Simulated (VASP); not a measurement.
# Ti (Fm-3m) in VASP: a series of runs

Runs on Ti. Level: PBE. Tasks: relaxation of cell and atoms.

Everything below comes from runs of VASP 6.6.1. Logs are shortened: lines on timing, memory, paths and dates and some standing lists are left out, and cuts for length are marked.

### Step 1. The cell of the first run

The structure is cubic, space group Fm-3m (No. 225). The conventional cell has a = 3.244 Å, b = 3.244 Å, c = 3.244 Å, α = 90.00°, β = 90.00°, γ = 90.00°. Ti (site symmetry m-3m) has 12 Ti at 2.29 Å within 3.0 Å.

This isn't the form of Ti at room conditions, which is hcp.

### Step 2. Relaxation of cell and atoms, PBE, target pressure 230 GPa, at which the enthalpy is minimised

The input, INCAR:

```
SYSTEM = Ti
PREC = Accurate ; ENCUT = 600
EDIFF = 1E-6 ; ISMEAR = -1
SIGMA = 0.08 ; LREAL = .False.
LASPH = .True. ; NELM = 60
ALGO = Normal ; ISIF = 3
LWAVE = .False. ; LCHARG = .False.
GGA = PE ; IBRION = 2
NSW = 32 ; EDIFFG = -0.005
PSTRESS = 2300.0
```

The input, KPOINTS:

```
Automatic mesh
0
Gamma
  20 20 20
  0 0 0
```

The input, POSCAR:

```
Ti
1.0
    0.0000000000      1.6220822254      1.6220822254
    1.6220822254      0.0000000000      1.6220822254
    1.6220822254      1.6220822254      0.0000000000
Ti
1
Direct
    0.0000000000      0.0000000000      0.0000000000
```

Potentials or basis: VASP PAW PBE potentials, release 64 (Ti_sv).

Launch:

```
> cat potpaw_PBE.64/Ti_sv/POTCAR > POTCAR
> mpirun -np 1 vasp_std > vasp.out
```

OUTCAR:

```text
SYSTEM = Ti
   PREC = Accurate
   ENCUT = 600
   EDIFF = 1E-6
   ISMEAR = -1
   LREAL = .False.
   LASPH = .True.
   NELM = 60
   ISIF = 3
   GGA = PE
   IBRION = 2
   NSW = 32
   EDIFFG = -0.005
   PSTRESS = 2300.0

 ion  position               nearest neighbor table
   1  0.000  0.000  0.000-

  LATTYP: Found a face centered cubic cell.
 ALAT       =     3.2441644508

  Lattice vectors:

 A1 = (   0.0000000000,   1.6220822254,   1.6220822254)
 A2 = (   1.6220822254,   0.0000000000,   1.6220822254)
 A3 = (   1.6220822254,   1.6220822254,   0.0000000000)

Analysis of symmetry for initial positions (statically):
=====================================================================
 Subroutine PRICEL returns:
 Original cell was already a primitive cell.

 Routine SETGRP: Setting up the symmetry group for a
 face centered cubic supercell.

 Subroutine GETGRP returns: Found 48 space group operations
 (whereof 48 operations were pure point group operations)
 out of a pool of 48 trial point group operations.

The static configuration has the point symmetry O_h .

Analysis of symmetry for dynamics (positions and initial velocities):
=====================================================================
 Subroutine PRICEL returns:
 Original cell was already a primitive cell.

 Routine SETGRP: Setting up the symmetry group for a
 face centered cubic supercell.

 Subroutine GETGRP returns: Found 48 space group operations
 (whereof 48 operations were pure point group operations)
 out of a pool of 48 trial point group operations.

The dynamic configuration has the point symmetry O_h .

 Subroutine INISYM returns: Found 48 space group operations
 (whereof 48 operations are pure point group operations),
 and found     1 'primitive' translations

----------------------------------------------------------------------------------------

                                     Primitive cell

  volume of cell :       8.5359

  direct lattice vectors                    reciprocal lattice vectors
     0.000000000  1.622082225  1.622082225    -0.308245780  0.308245780  0.308245780
     1.622082225  0.000000000  1.622082225     0.308245780 -0.308245780  0.308245780
     1.622082225  1.622082225  0.000000000     0.308245780  0.308245780 -0.308245780

  length of vectors
     2.293970682  2.293970682  2.293970682     0.533897351  0.533897351  0.533897351

  position of ions in fractional coordinates (direct lattice)
     0.000000000  0.000000000  0.000000000

  ion indices of the primitive-cell ions
   primitive index   ion index
                 1           1

----------------------------------------------------------------------------------------

 KPOINTS: Automatic mesh

Automatic generation of k-mesh.
 Grid dimensions read from file:
 generate k-points for:   20   20   20

 Generating k-lattice:

  Cartesian coordinates                     Fractional coordinates (reciprocal lattice)
    -0.015412289  0.015412289  0.015412289     0.050000000  0.000000000  0.000000000
     0.015412289 -0.015412289  0.015412289     0.000000000  0.050000000  0.000000000
     0.015412289  0.015412289 -0.015412289     0.000000000  0.000000000  0.050000000

  Length of vectors
     0.026694868  0.026694868  0.026694868

  Shift w.r.t. Gamma in fractional coordinates (k-lattice)
     0.000000000  0.000000000  0.000000000

 Subroutine IBZKPT returns following result:
 ===========================================

 Found    256 irreducible k-points:

 Following reciprocal coordinates:
            Coordinates               Weight
  0.000000  0.000000  0.000000      1.000000
  0.050000  0.000000  0.000000      8.000000
  0.100000  0.000000  0.000000      8.000000
  0.150000  0.000000  0.000000      8.000000
  0.200000  0.000000  0.000000      8.000000
  0.250000  0.000000  0.000000      8.000000
[... 16 lines left out ...]
 -0.400000  0.050000  0.000000     24.000000
 -0.350000  0.050000  0.000000     24.000000
 [... further k-points ...]
   k-points           NKPTS =    256   k-points in BZ     NKDIM =    256   number of bands    NBANDS=     10
   number of dos      NEDOS =    301   number of ions     NIONS =      1
   total plane-waves  NPLWV =   5832
   dimension x,y,z NGX =    18 NGY =   18 NGZ =   18
   dimension x,y,z NGXF=    36 NGYF=   36 NGZF=   36
   ions per type =               1
   NGX,Y,Z   is equivalent  to a cutoff of  13.04, 13.04, 13.04 a.u.
   NGXF,Y,Z  is equivalent  to a cutoff of  26.09, 26.09, 26.09 a.u.
 SYSTEM =  Ti
   PREC   = accura    normal or accurate (medium, high low for compatibility)
   ISTART =      0    job   : 0-new  1-cont  2-samecut
   ICHARG =      2    charge: 1-file 2-atom 10-const
   ISPIN  =      1    spin polarized calculation?
   LNONCOLLINEAR =      F non collinear calculations
   LSORBIT =      F    spin-orbit coupling
   LASPH  =      T    aspherical Exc in radial PAW
   ENCUT  =  600.0 eV  44.10 Ry    6.64 a.u.   4.58  4.58  4.58*2*pi/ulx,y,z
   NELM   =     60;   NELMIN=  2; NELMDL= -5     # of ELM steps
   EDIFF  = 0.1E-05   stopping-criterion for ELM
   LREAL  =      F    real-space projection
   EDIFFG = -.5E-02   stopping-criterion for IOM
   NSW    =     32    number of steps for IOM
   IBRION =      2    ionic relax: 0-MD 1-quasi-New 2-CG
   NFREE  =      1    steps in history (QN), initial steepest desc. (CG)
   ISIF   =      3    stress and relaxation
   ISYM   =      2    0-nonsym 1-usesym 2-fastsym
   POTIM  = 0.5000    time-step for ionic-motion
   TEBEG  =    0.0;   TEEND  =   0.0 temperature during run
   PSTRESS= 2300.0 pullay stress
   NELECT =      12.0000    total number of electrons
   NUPDOWN=      -1.0000    fix difference up-down
   EMIN   =  10.00;   EMAX   =-10.00  energy-range for DOS
   EFERMI =   0.00;   METHOD = LEGACY
   ISMEAR =    -1;   SIGMA  =   0.08  broadening in eV -4-tet -1-fermi 0-gaus
   EFERMI_NEDOS =   21; number of points for ismear=-14 and -15
   IALGO  =     38    algorithm
   IMIX   =      4    mixing-type and parameters
     AMIX     =   0.40;   BMIX     =  1.00
     AMIX_MAG =   1.60;   BMIX_MAG =  1.00
  volume/ion in A,a.u.               =       8.54        57.60
  Fermi-wavevector in a.u.,A,eV,Ry     =   1.833943  3.465649 45.761088  3.363345
  Thomas-Fermi vector in A             =   2.887665
   LORBIT       =      0    0 simple, 1 ext, 2 COOP (PROOUT), +10 PAW based schemes
   GGA     = PE    functional components
   LHFCALC =     F    Hartree Fock is set to
   AEXX    =    0.0000 exact exchange contribution
   IVDW    =     0    specifies the selected vdW correction
   LEPSILON=     F    determine dielectric tensor
   LRPA    =     F    only Hartree local field effects (RPA)
 conjugate gradient relaxation of ions
 non-spin polarized calculation
  energy-cutoff  :      600.00
  volume of cell :        8.54
 maximum number of plane-waves:       298
   NGX =  9   NGY =  9   NGZ =  9

--------------------------------------- Ionic step        1  -------------------------------------------

 number of electron      12.0000001 magnetization

 Free energy of the ion-electron system (eV)
  ---------------------------------------------------
  ext. energy  EPLUGINS =         0.00000000
  ---------------------------------------------------
  free energy    TOTEN  =        -3.92140616 eV

  energy without entropy =       -3.90864206  energy(sigma->0) =       -3.91502411

------------------------ aborting loop because EDIFF is reached ----------------------------------------

  FORCE on cell =-STRESS in cart. coord.  units (eV):
  Direction    XX          YY          ZZ          XY          YZ          ZX
  --------------------------------------------------------------------------------------
  -------------------------------------------------------------------------------------
  Total       12.3243378     12.3243378     12.3243378     -0.0000000     -0.0000000      0.0000000
  in kB     2313.2660437   2313.2660437   2313.2660437     -0.0000000     -0.0000000      0.0000000
  external PRESSURE =      13.2660437 kB  Pullay stress =    2300.0000000 kB

 VOLUME and BASIS-vectors are now :
 -----------------------------------------------------------------------------
  energy-cutoff  :      600.00
  volume of cell :        8.54
      direct lattice vectors                 reciprocal lattice vectors
     0.000000000  1.622082225  1.622082225    -0.308245780  0.308245780  0.308245780
     1.622082225  0.000000000  1.622082225     0.308245780 -0.308245780  0.308245780
     1.622082225  1.622082225  0.000000000     0.308245780  0.308245780 -0.308245780
[... 44 lines left out ...]
  FREE ENERGIE OF THE ION-ELECTRON SYSTEM (eV)
  ---------------------------------------------------
  free  energy   TOTEN  =        -4.0459372589 eV

  energy  without entropy=       -4.0329309972  energy(sigma->0) =       -4.03943413

  enthalpy is  TOTEN    =         8.3334934708 eV   P V=       12.3794307297

--------------------------------------- Ionic step        3  -------------------------------------------

 number of electron      12.0000000 magnetization

 Free energy of the ion-electron system (eV)
  ---------------------------------------------------
  ext. energy  EPLUGINS =         0.00000000
  ---------------------------------------------------
  free energy    TOTEN  =        -3.94435363 eV

  energy without entropy =       -3.93154876  energy(sigma->0) =       -3.93795119

 E-fermi :  18.2492     XC(G=0): -15.3130

 val. band max:       18.2393042142   @ k =  -0.3500   0.4000   0.2000
 cond. band min:      18.2628205480   @ k =   0.5000   0.0500   0.0000
 fundamental gap:      0.0235163338
 Fermi energy:        18.2491719939

 k-point     1 :       0.0000    0.0000    0.0000
  band No.  band energies     occupation
      1     -39.0011      2.00000
      2     -11.9844      2.00000
      3     -11.9844      2.00000
      4     -11.9844      2.00000
      5      12.2623      2.00000
      6      18.8816      0.00074
      7      18.8816      0.00074
      8      18.8816      0.00074
      9      22.8870      0.00000
     10      22.8870      0.00000

 k-point     2 :       0.0500    0.0000    0.0000
  band No.  band energies     occupation
      1     -38.9678      2.00000
      2     -12.1211      2.00000
      3     -11.9989      2.00000
      4     -11.9989      2.00000
      5      12.4411      2.00000
      6      18.7660      0.00313
      7      18.9540      0.00030
      8      18.9540      0.00030
      9      22.8229      0.00000
     10      22.8229      0.00000
[... 274 lines left out ...]
 k-point    24 :      -0.3500    0.0500    0.0000
  band No.  band energies     occupation
      1     -37.7250      2.00000
      2     -16.1575      2.00000
      3     -12.6004      2.00000
      4     -12.4210      2.00000
      5      14.0332      2.00000
      6      18.7233      0.00532
      7      18.9064      0.00054
      8      21.2678      0.00000
      9      24.1346      0.00000
     10      25.3819      0.00000

 [... further k-points ...]

------------------------ aborting loop because EDIFF is reached ----------------------------------------

  FORCE on cell =-STRESS in cart. coord.  units (eV):
  Direction    XX          YY          ZZ          XY          YZ          ZX
  --------------------------------------------------------------------------------------
  -------------------------------------------------------------------------------------
  Total       12.2726693     12.2726693     12.2726693     -0.0000000     -0.0000000     -0.0000000
  in kB     2299.2730950   2299.2730950   2299.2730950     -0.0000000     -0.0000000     -0.0000000
  external PRESSURE =      -0.7269050 kB  Pullay stress =    2300.0000000 kB

 VOLUME and BASIS-vectors are now :
 -----------------------------------------------------------------------------
  energy-cutoff  :      600.00
  volume of cell :        8.55
      direct lattice vectors                 reciprocal lattice vectors
    -0.000000000  1.623091565  1.623091565    -0.308054093  0.308054093  0.308054093
     1.623091565  0.000000000  1.623091565     0.308054093 -0.308054093  0.308054093
     1.623091565  1.623091565  0.000000000     0.308054093  0.308054093 -0.308054093

 POSITION                                       TOTAL-FORCE (eV/Angst)
 -----------------------------------------------------------------------------------
      0.00000      0.00000      0.00000        -0.000000     -0.000000     -0.000000
 -----------------------------------------------------------------------------------
    total drift:                                0.000000     -0.000000     -0.000000

  FREE ENERGIE OF THE ION-ELECTRON SYSTEM (eV)
  ---------------------------------------------------
  free  energy   TOTEN  =        -3.9443536305 eV

  energy  without entropy=       -3.9315487566  energy(sigma->0) =       -3.93795119

  enthalpy is  TOTEN    =         8.3321956498 eV   P V=       12.2765492803

 reached required accuracy - stopping structural energy minimisation
```

It took 64 s on 1 thread of Intel Xeon 8259CL, shared host; peak memory 0.15 GiB.

What came out:

```yaml
Free_energy: -3.9444 eV
Relaxed_volume: 8.55 Å³/atom
Relaxed_cell: a = 2.295 Å, b = 2.295 Å, c = 2.295 Å, α = 60.00°, β = 60.00°, γ = 60.00°
Space_group_after_relaxing_to_0.1_Å: Fm-3m (No. 225)
Energy_change_on_relaxing_the_run_minimises_the_enthalpy: -22.9 meV/atom
Ionic_steps: 3
Pressure_after_relaxing: 229.9 GPa
Band_gap_on_the_k_mesh: zero (bands 6 and 7 overlap by 1.73 eV)
```

The path:
| step | energy change (eV) | largest force (eV/Å) | pressure (GPa) | volume (Å³) |
| --- | --- | --- | --- | --- |
| 1 | 0.0000 | 0.0000 | 231.33 | 8.54 |
| 2 | -0.1245 | 0.0000 | 224.23 | 8.62 |
| 3 | -0.0229 | 0.0000 | 229.93 | 8.55 |

Final structure:
```
CELL_PARAMETERS angstrom
0.00000 1.62309 1.62309
1.62309 0.00000 1.62309
1.62309 1.62309 0.00000
ATOMIC_POSITIONS crystal
Ti 0.00000 0.00000 0.00000
```

Caveat: the cell is relaxed towards a set pressure, so the run minimises the enthalpy, not the energy.

### Step 3. Relaxation of cell and atoms, PBE, target pressure 230 GPa, at which the enthalpy is minimised

This run uses another cell than the first one, of 8.56 Å³/atom.

The input, INCAR:

```
SYSTEM = Ti
PREC = Accurate
ENCUT = 600
EDIFF = 1E-6
ISMEAR = -1
SIGMA = 0.08
LREAL = .FALSE.
LASPH = .TRUE.
NELM = 60
ALGO = Normal
ISIF = 3
LWAVE = .FALSE.
LCHARG = .FALSE.
GGA = PE
IBRION = 2
NSW = 60
EDIFFG = -0.005
PSTRESS = 2300.0
```

The input, KPOINTS:

```
regular mesh
0
G
  20 20 20
  0 0 0
```

The input, POSCAR:

```
Ti
1.0
    0.0000000000      1.6238692326      1.6238692326
    1.6238692326      0.0000000000      1.6238692326
    1.6238692326      1.6238692326      0.0000000000
Ti
1
Direct
    0.0000000000      0.0000000000      0.0000000000
```

Potentials or basis: VASP PAW PBE potentials, release 64 (Ti_sv).

Launch:

```
> cat potpaw_PBE.64/Ti_sv/POTCAR > POTCAR
> mpirun -np 1 vasp_std > vasp.out
```

It took 58 s on 1 thread of Intel Xeon 8259CL, shared host; peak memory 0.15 GiB.

Results (log left out):

```
Free energy                                                : -3.9440 eV
Relaxed volume                                             : 8.55 Å³/atom
Relaxed cell                                               : a = 2.295 Å, b = 2.295 Å, c = 2.295 Å, α = 60.00°, β = 60.00°, γ = 60.00°
Space group after relaxing (to 0.1 Å)                      : Fm-3m (No. 225)
Energy change on relaxing (the run minimises the enthalpy) : +18.0 meV/atom
Ionic steps                                                : 3
Pressure after relaxing                                    : 229.9 GPa
Band gap on the k mesh                                     : zero (bands 6 and 7 overlap by 1.73 eV)
```

Step by step:
```csv
step,energy change (eV),largest force (eV/Å),pressure (GPa),volume (Å³)
1,0.0000,0.0000,229.05,8.56
2,0.0904,0.0000,234.00,8.50
3,0.0180,0.0000,229.93,8.55
```

Final structure:
```xyz
1
Lattice="0.0000 1.6231 1.6231 1.6231 0.0000 1.6231 1.6231 1.6231 0.0000" Properties=species:S:1:pos:R:3 pbc="T T T"
Ti    0.0000    0.0000    0.0000
```

Levels at points of the mesh, in eV from the Fermi level:
```csv
k point,band 4,band 5,band 6,band 7,band 8,band 9
"(0.00, 0.00, 0.00)",-30.23,-5.99,0.63,0.63,0.63,4.64
"(0.50, 0.00, 0.00)",-30.79,-4.77,0.22,0.22,5.43,7.39
"(0.50, 0.50, 0.00)",-31.88,-6.56,-5.22,7.38,8.16,8.16
```

Caveat: the cell is relaxed towards a set pressure, so the run minimises the enthalpy, not the energy.

The gap in the log of VASP goes by the Fermi energy; the results here count the filled bands.